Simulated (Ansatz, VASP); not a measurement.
**One calculation of ZrS2, two programs**

Contents of POSCAR:

```
ZrS2
1.0
    3.6743990811      0.0000000000      0.0000000000
   -1.8371995406      3.1821229478      0.0000000000
    0.0000000000      0.0000000000      5.6811505765
Zr S
1 2
Direct
    0.0000000000      0.0000000000      0.0000000000
    0.3333333333      0.6666666667      0.2527282713
    0.6666666667      0.3333333333      0.7472717287
```

Contents of INCAR.step1:

```
SYSTEM = ZrS2
ALGO = Normal ; EDIFF = 1E-5
ENCUT = 400 ; GGA = PE
GGA_COMPAT = .FALSE. ; ISIF = 2
ISMEAR = 0 ; LASPH = .TRUE.
LREAL = .FALSE. ; LWAVE = .TRUE.
NBANDS = 19 ; NELM = 120
PREC = Accurate ; SIGMA = 0.01
```

Contents of INCAR.step2:

```
SYSTEM = ZrS2
ALGO = Normal ; EDIFF = 1E-6
ENCUT = 400 ; GGA = PE
GGA_COMPAT = .FALSE. ; HFSCREEN = 0.2079
ISIF = 2 ; ISMEAR = 0
ISTART = 1 ; LASPH = .TRUE.
LCHARG = .TRUE. ; LELF = .TRUE.
LHFCALC = .TRUE. ; LREAL = .FALSE.
LVHAR = .TRUE. ; LWAVE = .FALSE.
NBANDS = 19 ; NELM = 120
PREC = Accurate ; PRECFOCK = Normal
SIGMA = 0.01
```

File KPOINTS:

```
k-points
0
G
  6 6 4
  0 0 0
```

Input for Ansatz:

```yaml
crystal:
  lattice:
    - [3.6743990811, 0.0, 0.0]
    - [-1.8371995406, 3.1821229478, 0.0]
    - [0.0, 0.0, 5.6811505765]
  atoms:
    - { symbol: Zr, position: [0.0, 0.0, 0.0] }
    - { symbol: S, position: [0.3333333333, 0.6666666667, 0.2527282713] }
    - { symbol: S, position: [0.6666666667, 0.3333333333, 0.7472717287] }
kpoints:
  mp_grid: { grid: [6, 6, 4] }
  band_path:
    path:
      - [0.0, 0.0, 0.0]
      - [0.5, 0.0, 0.0]
      - [0.3333333333, 0.3333333333, 0.0]
      - [0.0, 0.0, 0.5]
      - [0.5, 0.0, 0.5]
      - [0.3333333333, 0.3333333333, 0.5]
      - [0.0, 0.5, 0.5]
    npoints: 1
hamiltonian:
  xc: hse06
scf:
  occupations: { method: fixed }
  n_extra_bands: 4
output:
  forces: true
  stress: true
  eigenvalues: true
  write_density: true
  write_potential: true
  elf: true
  volumetric_format: npy
```

Change from the starting cell: uniaxial_z strain -3.0%.

Alike in both runs: task single point; functional HSE06; k mesh 6 × 6 × 4; no spin polarisation.

|  | VASP | Ansatz |
| --- | --- | --- |
| version | VASP 6.6.1 | Ansatz 0.2.0 |
| potentials or method | VASP PAW PBE potentials, release 64 (Zr_sv, S) | plane waves, PAW |
| plane-wave cutoff (eV) | 400 | 420 |
| occupations | gaussian, width 0.01 eV | fixed |
| valence electrons in the cell | 24 | 24 |

|  | VASP | Ansatz | Ansatz less VASP |
| --- | --- | --- | --- |
| gap on the k mesh at the Fermi level (eV) | 1.50 | 1.50 | +0.001 |
| pressure (GPa) | 0.6 | 0.8 | +0.12 |
| traceless stress, the component that is largest in VASP (GPa) | 1.13 | 1.09 | -0.044 |
| rms of the force components (eV/Å) | 0.086 | 0.087 | +0.0016 |

Atom by atom the forces differ by 0.002 eV/Å (rms over components). Ansatz's warnings: stress exchange threshold loose, stress scf threshold loose.
